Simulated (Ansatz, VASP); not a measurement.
## Two plane-wave programs on NaSrYWO6

File INCAR:

```
SYSTEM = NaSrYWO6
  PREC = Accurate
  ENCUT = 520
  EDIFF = 1E-6
  ISMEAR = 0
  SIGMA = 0.02
  LREAL = .False.
  LASPH = .True.
  NELM = 60
  ALGO = Normal
  ISIF = 2
  LWAVE = .False.
  LCHARG = .False.
  GGA = PE
  NBANDS = 50
```

KPOINTS

```
Automatic mesh
0
Gamma
  6 6 6
  0 0 0
```

POSCAR

```
NaSrYWO6
1.0
   -0.3337614672      4.0065978128      4.0065978128
    4.0065978128     -0.3337614672      4.0065978128
    4.0065978128      4.0065978128     -0.3337614672
Na Sr Y W O
1 1 1 1 6
Direct
    0.2527691392      0.2527691392      0.2527691392
    0.7434099700      0.7434099700      0.7434099700
    0.5030918457      0.5030918457      0.5030918457
    0.0202625478      0.0202625478      0.0202625478
    0.7468265917      0.2371889160      0.2230831182
    0.2562171245      0.7747421855      0.7424085615
    0.7747421855      0.7424085615      0.2562171245
    0.2371889160      0.2230831182      0.7468265917
    0.2230831182      0.7468265917      0.2371889160
    0.7424085615      0.2562171245      0.7747421855
```

Input for Ansatz:

```yaml
crystal:
  lattice:
    - [-0.3337614672, 4.0065978128, 4.0065978128]
    - [4.0065978128, -0.3337614672, 4.0065978128]
    - [4.0065978128, 4.0065978128, -0.3337614672]
  atoms:
    - { symbol: Na, position: [0.2527691392, 0.2527691392, 0.2527691392] }
    - { symbol: Sr, position: [0.74340997, 0.74340997, 0.74340997] }
    - { symbol: "Y", position: [0.5030918457, 0.5030918457, 0.5030918457] }
    - { symbol: W, position: [0.0202625478, 0.0202625478, 0.0202625478] }
    - { symbol: O, position: [0.7468265917, 0.237188916, 0.2230831182] }
    - { symbol: O, position: [0.2562171245, 0.7747421855, 0.7424085615] }
    - { symbol: O, position: [0.7747421855, 0.7424085615, 0.2562171245] }
    - { symbol: O, position: [0.237188916, 0.2230831182, 0.7468265917] }
    - { symbol: O, position: [0.2230831182, 0.7468265917, 0.237188916] }
    - { symbol: O, position: [0.7424085615, 0.2562171245, 0.7747421855] }
basis:
  ecutwfc: 420
kpoints:
  mp_grid: { grid: [6, 6, 6] }
hamiltonian:
  xc: pbe
scf:
  occupations: { method: gaussian, width: 0.02 }
output:
  forces: true
  stress: true
  eigenvalues: true
  populations: true
```

Alike in both runs: task single point; functional PBE; k mesh 6 × 6 × 6; occupations gaussian, width 0.02 eV; no spin polarisation.

|  | VASP | Ansatz |
| --- | --- | --- |
| version | VASP 6.6.1 | Ansatz 0.2.0 |
| potentials or method | VASP PAW PBE potentials, release 64 (Na_pv, Sr_sv, Y_sv, W_sv, O), cutoff 520 eV | scalar-relativistic, plane waves, PAW |
| valence electrons in the cell | 78 | 80 |

|  | VASP | Ansatz | Ansatz less VASP |
| --- | --- | --- | --- |
| gap on the k mesh at the Fermi level (eV) | 1.56 | 1.58 | +0.018 |
| least direct gap on the mesh (eV) | 1.56 | 1.58 | +0.018 |
| pressure (GPa) | -0.7 | -1.4 | -0.67 |
| traceless stress, the component that is largest in VASP (GPa) | 4.88 | 5.05 | +0.169 |
| rms of the force components (eV/Å) | 1.224 | 1.189 | -0.0348 |

Atom by atom the forces differ by 0.114 eV/Å (rms over components). VASP's potentials hold 78 valence electrons a cell and Ansatz's 80, so a difference there can come from the potentials and not from the codes.

Spin-orbit coupling is off throughout.
